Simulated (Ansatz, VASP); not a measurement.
This is a calculation of AlN for VASP 6.6.1.

INCAR

```
SYSTEM = AlN
PREC = Accurate
ENCUT = 520
EDIFF = 1E-7
ISMEAR = -1
SIGMA = 0.05
LREAL = .FALSE.
LASPH = .TRUE.
NELM = 100
ALGO = Normal
ISIF = 2
LWAVE = .FALSE.
LCHARG = .FALSE.
NBANDS = 11
```

KPOINTS

```
regular mesh
0
G
  10 10 10
  0 0 0
```

File POSCAR:

```
AlN
1.0
    0.0000000000      2.2127336128      2.2127336128
    2.2127336128      0.0000000000      2.2127336128
    2.2127336128      2.2127336128      0.0000000000
Al N
1 1
Direct
    0.0000000000      0.0000000000      0.0000000000
    0.2500000000      0.2500000000      0.2500000000
```

Potentials or basis: VASP PAW LDA potentials, release 64 (Al, N).

Launch:

```console
$ cat potpaw_LDA.64/Al/POTCAR potpaw_LDA.64/N/POTCAR > POTCAR
$ mpirun -np 1 vasp_std > vasp.out
```

Question: Translate it to Ansatz 0.2.0. Potentials there: all-electron LAPW, scalar-relativistic.

Answer: As run (the cutoff follows the program's own potentials):

input.yaml

```yaml
crystal:
  lattice:
    - [0.0, 2.2127336128, 2.2127336128]
    - [2.2127336128, 0.0, 2.2127336128]
    - [2.2127336128, 2.2127336128, 0.0]
  atoms:
    - { symbol: Al, position: [0.0, 0.0, 0.0] }
    - { symbol: "N", position: [0.25, 0.25, 0.25] }
kpoints:
  mp_grid: { grid: [10, 10, 10] }
scf:
  occupations: { method: fermi_dirac, width: 0.05 }
hamiltonian:
  xc: lda
  pseudopotentials: { kind: all_electron, lapw: { basis_error: 0.001 } }
output:
  forces: true
  stress: true
  eigenvalues: true
```

Potentials or basis: all-electron LAPW, scalar-relativistic.

Launch:

```sh
$ ansatz run input.yaml --threads 1 --pin off --max-ram 3072MiB --backend cpu --events-out ev --progress --plain --runs-dir out
```

Both were run:

|  | VASP | Ansatz | Ansatz less VASP |
| --- | --- | --- | --- |
| gap on the k mesh at the Fermi level (eV) | 3.20 | 3.22 | +0.013 |
| least direct gap on the mesh (eV) | 3.89 | 3.88 | -0.006 |
| pressure (GPa) | -10.3 | -10.7 | -0.44 |

LDA's correlation is that of Perdew and Zunger in VASP and of Perdew and Wang (1992) in Ansatz. Ansatz ran all-electron here, and VASP with PAW potentials.
